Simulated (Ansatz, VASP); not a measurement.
SnH2Br2 in VASP and in Ansatz

```
Sn H Br
1.0
     2.19371   -3.79961    0.00000
    -6.58112   -3.79961    0.00000
     0.00000    0.00000   -9.75672
Sn H Br
2 4 4
Cartesian
  -2.1937 -3.7996 -9.7567
  -4.3874 -7.5992 -9.7567
  -4.3874 -7.5992 -5.2536
  -2.1937 -3.7996 -5.2536
  -2.1937 -3.7996 -4.5031
  2.1937 -3.7996 -4.5031
  -4.3874 -5.0661 -8.0929
  0.0000 -5.0661 -8.0929
  -4.3874 -2.5331 -1.6638
  0.0000 -2.5331 -1.6638
```

Alike in both runs: task single point; functional PBE; k mesh 4 × 2 × 2; occupations gaussian, width 0.1 eV; no spin polarisation.

|  | VASP | Ansatz |
| --- | --- | --- |
| version | VASP 6.6.1 | Ansatz 0.2.0 |
| potentials or method | VASP PAW PBE potentials, release 64 (Sn_d, H, Br), cutoff 520 eV | scalar-relativistic, plane waves, PAW |
| valence electrons in the cell | 60 | 60 |

Ansatz gave:

- gap on the k mesh at the Fermi level (eV): 2.18
- least direct gap on the mesh (eV): 2.57
- pressure (GPa): 0.0
- rms of the force components (eV/Å): 0.002

**Question.** Which values does VASP return?

**Answer.** gap on the k mesh at the Fermi level (eV): 2.18; least direct gap on the mesh (eV): 2.57; pressure (GPa): 0.0; rms of the force components (eV/Å): 0.003.

Atom by atom the forces differ by 0.004 eV/Å (rms over components).
